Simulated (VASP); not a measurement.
# BiTe (R-3m) in VASP: notebook

BiTe is run at these levels: PBE; tasks: single point.

All numbers are computed with VASP 6.6.1; they aren't measurements. Logs are shortened: lines on timing, memory, paths and dates and some standing lists are left out, and cuts for length are marked.

## (1) The cell of the first run

Symmetry: R-3m, No. 166, trigonal system. The conventional cell has a = 4.831 Å, b = 4.831 Å, c = 9.696 Å, α = 90.00°, β = 90.00°, γ = 120.00°. Bi (site symmetry -3m) has 6 Te at 3.22 Å and 6 Bi at 4.27 Å within 4.3 Å. Within 4.3 Å of Te (site symmetry -3m) lie 6 Bi at 3.22 Å and 6 Te at 4.27 Å.

## (2) Single point, PBE (32.66 Å³/atom)

The input, INCAR:

```
PREC     = Accurate       # precision mode
ENCUT    = 520            # plane-wave cutoff, eV
EDIFF    = 1E-6           # SCF threshold, eV
ISMEAR   = 0              # smearing method
SIGMA    = 0.1            # smearing width, eV
LREAL    = False          # projectors in reciprocal space
LASPH    = True           # aspherical terms in the spheres
NELM     = 80             # most SCF steps
ALGO     = Normal         # electronic algorithm
ISIF     = 2              # what is computed and relaxed
LWAVE    = False          # write WAVECAR
LCHARG   = False          # write CHGCAR
GGA      = PE             # functional
NBANDS   = 18             # bands
```

The input, KPOINTS:

```
Automatic mesh
0
Gamma
  12 12 12
```

The input, POSCAR:

```
BiTe
1.0
    2.4155799083      1.3946357103      3.2318378245
   -2.4155799083      1.3946357103      3.2318378245
    0.0000000000     -2.7892714206      3.2318378245
Bi Te
1 1
Direct
    0.5000000000      0.5000000000      0.5000000000
    0.0000000000      0.0000000000      0.0000000000
```

Potentials or basis: VASP PAW PBE potentials, release 64 (Bi_d, Te).

On the command line:

```console
$ cat potpaw_PBE.64/Bi_d/POTCAR potpaw_PBE.64/Te/POTCAR > POTCAR
$ mpirun -np 1 vasp_std > vasp.out
```

OUTCAR:

```text
PREC = Accurate
   ENCUT = 520
   EDIFF = 1E-6
   ISMEAR = 0
   LREAL = False
   LASPH = True
   NELM = 80
   ISIF = 2
   GGA = PE

 ion  position               nearest neighbor table
   1  0.500  0.500  0.500-   2 3.22   2 3.22   2 3.22   2 3.22   2 3.22   2 3.22
   2  0.000  0.000  0.000-   1 3.22   1 3.22   1 3.22   1 3.22   1 3.22   1 3.22

  LATTYP: Found a trigonal (rhomboedric) cell.
 ALAT       =     4.2690526797
 COS(alpha) =     0.3596612483

  Lattice vectors:

 A1 = (   2.4155799083,   1.3946357103,   3.2318378245)
 A2 = (  -2.4155799083,   1.3946357103,   3.2318378245)
 A3 = (   0.0000000000,  -2.7892714206,   3.2318378245)

Analysis of symmetry for initial positions (statically):
=====================================================================
 Subroutine PRICEL returns:
 Original cell was already a primitive cell.

 Routine SETGRP: Setting up the symmetry group for a
 trigonal (rhombohedral) supercell.

 Subroutine GETGRP returns: Found 12 space group operations
 (whereof 12 operations were pure point group operations)
 out of a pool of 12 trial point group operations.

The static configuration has the point symmetry D_3d.

Analysis of symmetry for dynamics (positions and initial velocities):
=====================================================================
 Subroutine PRICEL returns:
 Original cell was already a primitive cell.

 Routine SETGRP: Setting up the symmetry group for a
 trigonal (rhombohedral) supercell.

 Subroutine GETGRP returns: Found 12 space group operations
 (whereof 12 operations were pure point group operations)
 out of a pool of 12 trial point group operations.

The dynamic configuration has the point symmetry D_3d.

 Subroutine INISYM returns: Found 12 space group operations
 (whereof 12 operations are pure point group operations),
 and found     1 'primitive' translations

----------------------------------------------------------------------------------------

                                     Primitive cell

  volume of cell :      65.3255

  direct lattice vectors                    reciprocal lattice vectors
     2.415579908  1.394635710  3.231837824     0.206989634  0.119505521  0.103140489
    -2.415579908  1.394635710  3.231837824    -0.206989634  0.119505521  0.103140489
     0.000000000 -2.789271421  3.231837824     0.000000000 -0.239011041  0.103140489

  length of vectors
     4.269052680  4.269052680  4.269052680     0.260315651  0.260315651  0.260315651

  position of ions in fractional coordinates (direct lattice)
     0.500000000  0.500000000  0.500000000
     0.000000000  0.000000000  0.000000000

  ion indices of the primitive-cell ions
   primitive index   ion index
                 1           1
                 2           2

----------------------------------------------------------------------------------------

 KPOINTS: Automatic mesh

Automatic generation of k-mesh.
 Grid dimensions read from file:
 generate k-points for:   12   12   12

 Generating k-lattice:

  Cartesian coordinates                     Fractional coordinates (reciprocal lattice)
     0.017249136  0.009958793  0.008595041     0.083333333  0.000000000  0.000000000
    -0.017249136  0.009958793  0.008595041     0.000000000  0.083333333  0.000000000
     0.000000000 -0.019917587  0.008595041     0.000000000  0.000000000  0.083333333

  Length of vectors
     0.021692971  0.021692971  0.021692971

  Shift w.r.t. Gamma in fractional coordinates (k-lattice)
     0.000000000  0.000000000  0.000000000

 Subroutine IBZKPT returns following result:
 ===========================================

 Found    189 irreducible k-points:

 Following reciprocal coordinates:
            Coordinates               Weight
  0.000000  0.000000  0.000000      1.000000
  0.083333 -0.000000  0.000000      6.000000
  0.166667  0.000000 -0.000000      6.000000
  0.250000 -0.000000  0.000000      6.000000
  0.333333 -0.000000 -0.000000      6.000000
  0.416667 -0.000000  0.000000      6.000000
[... 16 lines left out ...]
  0.500000  0.166667 -0.000000     12.000000
 -0.416667  0.166667  0.000000     12.000000
 [... further k-points ...]
   k-points           NKPTS =    189   k-points in BZ     NKDIM =    189   number of bands    NBANDS=     18
   number of dos      NEDOS =    301   number of ions     NIONS =      2
   total plane-waves  NPLWV =  32768
   dimension x,y,z NGX =    32 NGY =   32 NGZ =   32
   dimension x,y,z NGXF=    64 NGYF=   64 NGZF=   64
   ions per type =               1   1
   NGX,Y,Z   is equivalent  to a cutoff of  12.46, 12.46, 12.46 a.u.
   NGXF,Y,Z  is equivalent  to a cutoff of  24.92, 24.92, 24.92 a.u.
 SYSTEM =  unknown system
   PREC   = accura    normal or accurate (medium, high low for compatibility)
   ISTART =      0    job   : 0-new  1-cont  2-samecut
   ICHARG =      2    charge: 1-file 2-atom 10-const
   ISPIN  =      1    spin polarized calculation?
   LNONCOLLINEAR =      F non collinear calculations
   LSORBIT =      F    spin-orbit coupling
   LASPH  =      T    aspherical Exc in radial PAW
   ENCUT  =  520.0 eV  38.22 Ry    6.18 a.u.   7.94  7.94  7.94*2*pi/ulx,y,z
   NELM   =     80;   NELMIN=  2; NELMDL= -5     # of ELM steps
   EDIFF  = 0.1E-05   stopping-criterion for ELM
   LREAL  =      F    real-space projection
   EDIFFG = 0.1E-04   stopping-criterion for IOM
   NSW    =      0    number of steps for IOM
   IBRION =     -1    ionic relax: 0-MD 1-quasi-New 2-CG
   NFREE  =      0    steps in history (QN), initial steepest desc. (CG)
   ISIF   =      2    stress and relaxation
   ISYM   =      2    0-nonsym 1-usesym 2-fastsym
   POTIM  = 0.5000    time-step for ionic-motion
   TEBEG  =    0.0;   TEEND  =   0.0 temperature during run
   PSTRESS=    0.0 pullay stress
   NELECT =      21.0000    total number of electrons
   NUPDOWN=      -1.0000    fix difference up-down
   EMIN   =  10.00;   EMAX   =-10.00  energy-range for DOS
   EFERMI =   0.00;   METHOD = LEGACY
   ISMEAR =     0;   SIGMA  =   0.10  broadening in eV -4-tet -1-fermi 0-gaus
   EFERMI_NEDOS =   21; number of points for ismear=-14 and -15
   IALGO  =     38    algorithm
   IMIX   =      4    mixing-type and parameters
     AMIX     =   0.40;   BMIX     =  1.00
     AMIX_MAG =   1.60;   BMIX_MAG =  1.00
  volume/ion in A,a.u.               =      32.66       220.42
  Fermi-wavevector in a.u.,A,eV,Ry     =   1.121468  2.119267 17.111921  1.257691
  Thomas-Fermi vector in A             =   2.258122
   LORBIT       =      0    0 simple, 1 ext, 2 COOP (PROOUT), +10 PAW based schemes
   GGA     = PE    functional components
   LHFCALC =     F    Hartree Fock is set to
   AEXX    =    0.0000 exact exchange contribution
   IVDW    =     0    specifies the selected vdW correction
   LEPSILON=     F    determine dielectric tensor
   LRPA    =     F    only Hartree local field effects (RPA)
 non-spin polarized calculation
 Gauss-broadening in eV      SIGMA  =   0.10
  energy-cutoff  :      520.00
  volume of cell :       65.33
 maximum number of plane-waves:      1770
   NGX = 15   NGY = 15   NGZ = 15

 number of electron      21.0000003 magnetization

 Free energy of the ion-electron system (eV)
  ---------------------------------------------------
  ext. energy  EPLUGINS =         0.00000000
  ---------------------------------------------------
  free energy    TOTEN  =        -7.17652142 eV

  energy without entropy =       -7.17061851  energy(sigma->0) =       -7.17356997

 E-fermi :   7.0563     XC(G=0):  -9.6271

 val. band max:        7.0551140600   @ k =   0.4167   0.1667   0.0833
 cond. band min:       7.0716191556   @ k =  -0.2500   0.0833   0.0000
 fundamental gap:      0.0165050957
 Fermi energy:         7.0562874809

 k-point     1 :       0.0000    0.0000    0.0000
  band No.  band energies     occupation
      1     -16.1922      2.00000
      2     -16.1922      2.00000
      3     -16.1808      2.00000
      4     -16.1808      2.00000
      5     -16.1635      2.00000
      6      -6.6299      2.00000
[... 10 lines left out ...]
     17      14.0371      0.00000
     18      14.0454      0.00000

 k-point     2 :       0.0833   -0.0000    0.0000
  band No.  band energies     occupation
      1     -16.1921      2.00000
      2     -16.1921      2.00000
      3     -16.1813      2.00000
      4     -16.1803      2.00000
      5     -16.1634      2.00000
      6      -6.5687      2.00000
[... 10 lines left out ...]
     17      13.9242      0.00000
     18      14.3098      0.00000

 k-point     3 :       0.1667    0.0000   -0.0000
  band No.  band energies     occupation
      1     -16.1919      2.00000
      2     -16.1917      2.00000
      3     -16.1826      2.00000
      4     -16.1787      2.00000
      5     -16.1630      2.00000
      6      -6.3857      2.00000
[... 10 lines left out ...]
     17      14.7462      0.00000
     18      15.1290      0.00000

 k-point     4 :       0.2500   -0.0000    0.0000
  band No.  band energies     occupation
      1     -16.1919      2.00000
      2     -16.1913      2.00000
      3     -16.1840      2.00000
      4     -16.1766      2.00000
      5     -16.1621      2.00000
      6      -6.0840      2.00000
[... 375 lines left out ...]
      4     -16.1717      2.00000
      5     -16.1598      2.00000
      6      -5.2941      2.00000
[... 10 lines left out ...]
     17      16.4648      0.00000
     18      16.8798      0.00000

 k-point    23 :       0.5000    0.1667   -0.0000
  band No.  band energies     occupation
      1     -16.1949      2.00000
      2     -16.1914      2.00000
      3     -16.1839      2.00000
      4     -16.1717      2.00000
      5     -16.1591      2.00000
      6      -4.7881      2.00000
[... 10 lines left out ...]
     17      16.8664      0.00000
     18      17.7299      0.00000

 k-point    24 :      -0.4167    0.1667    0.0000
  band No.  band energies     occupation
      1     -16.1937      2.00000
      2     -16.1919      2.00000
      3     -16.1838      2.00000
      4     -16.1723      2.00000
      5     -16.1596      2.00000
      6      -4.6520      2.00000
[... 10 lines left out ...]
     17      16.1021      0.00000
     18      17.0052      0.00000

 [... further k-points ...]
[... 5 lines left out ...]
  --------------------------------------------------------------------------------------
  -------------------------------------------------------------------------------------
  Total        0.5236559      0.5236559      0.5287513      0.0000000      0.0000000      0.0000000
  in kB       12.8432096     12.8432096     12.9681797      0.0000000      0.0000000      0.0000000
  external PRESSURE =      12.8848663 kB  Pullay stress =       0.0000000 kB

 VOLUME and BASIS-vectors are now :
 -----------------------------------------------------------------------------
  energy-cutoff  :      520.00
  volume of cell :       65.33
      direct lattice vectors                 reciprocal lattice vectors
     2.415579908  1.394635710  3.231837824     0.206989634  0.119505521  0.103140489
    -2.415579908  1.394635710  3.231837824    -0.206989634  0.119505521  0.103140489
     0.000000000 -2.789271421  3.231837824     0.000000000 -0.239011041  0.103140489

 POSITION                                       TOTAL-FORCE (eV/Angst)
 -----------------------------------------------------------------------------------
      0.00000      0.00000      4.84776         0.000000     -0.000000      0.000000
      0.00000      0.00000      0.00000        -0.000000      0.000000     -0.000000
 -----------------------------------------------------------------------------------
    total drift:                               -0.000000      0.000000     -0.000000

  FREE ENERGIE OF THE ION-ELECTRON SYSTEM (eV)
  ---------------------------------------------------
  free  energy   TOTEN  =        -7.1765214223 eV

  energy  without entropy=       -7.1706185108  energy(sigma->0) =       -7.17356997
```

Run time: 62 s. Hardware: 1 thread of Intel Xeon 6975P-C (Granite Rapids), shared host; peak memory 0.34 GiB.

Results:

| Property | Result |
| --- | --- |
| Free energy | -7.1765 eV |
| Pressure | 1.3 GPa |
| Band gap on the k mesh | zero (an odd number of electrons rules out a gap without spin polarisation) |

Caveat: spin-orbit coupling is left out, which moves the levels of the heavy elements.

## (3) Single point, PBE (34.68 Å³/atom)

This run uses another cell than the first one, of 34.68 Å³/atom.

The input, INCAR:

```
ALGO = Normal
EDIFF = 1E-6
ENCUT = 520
GGA = PE
ISIF = 2
ISMEAR = 0
LASPH = T
LCHARG = T
LELF = T
LREAL = F
LVHAR = T
LWAVE = F
NBANDS = 18
NELM = 60
PREC = Accurate
SIGMA = 0.1
```

The input, KPOINTS:

```
k-points
0
Gamma
  12 12 12
```

The input, POSCAR:

```
BiTe
1.0
    2.4318517925      1.4040302870      3.3859743206
   -2.4318517925      1.4040302870      3.3859743206
    0.0000000000     -2.8080605741      3.3859743206
Bi Te
1 1
Direct
    0.5000000000      0.5000000000      0.5000000000
    0.0000000000      0.0000000000      0.0000000000
```

Potentials or basis: VASP PAW PBE potentials, release 64 (Bi_d, Te).

On the command line:

```console
$ cat potpaw_PBE.64/Bi_d/POTCAR potpaw_PBE.64/Te/POTCAR > POTCAR
$ mpirun -np 1 vasp_std > vasp.out
```

It took 98 s on 1 thread of Intel Xeon 6975P-C (Granite Rapids), shared host; peak memory 0.38 GiB.

Results (log left out):

- Free energy: -7.1772 eV
- Pressure: -1.2 GPa
- Band gap on the k mesh: zero (an odd number of electrons rules out a gap without spin polarisation)

Levels at points of the mesh, in eV from the Fermi level:
```
           k point  band 6  band 7  band 8  band 9  band 10  band 11  band 12  band 13  band 14  band 15
(0.00, 0.00, 0.00)  -13.32   -8.36   -2.82   -2.82    -1.65     1.82     2.38     2.38     4.16     4.16
(0.50, 0.00, 0.00)  -11.48  -11.27   -1.84   -1.80    -1.12    -0.93    -0.59     0.20     6.75     6.85
(0.50, 0.50, 0.00)  -11.62   -9.98   -5.44   -4.32    -3.29     2.46     3.01     3.47     4.44     8.19
(0.50, 0.50, 0.50)  -11.19  -10.92   -2.26   -2.26    -2.16    -1.46    -1.16    -1.16     7.81     8.34
```

Caveat: spin-orbit coupling is left out, which moves the levels of the heavy elements.
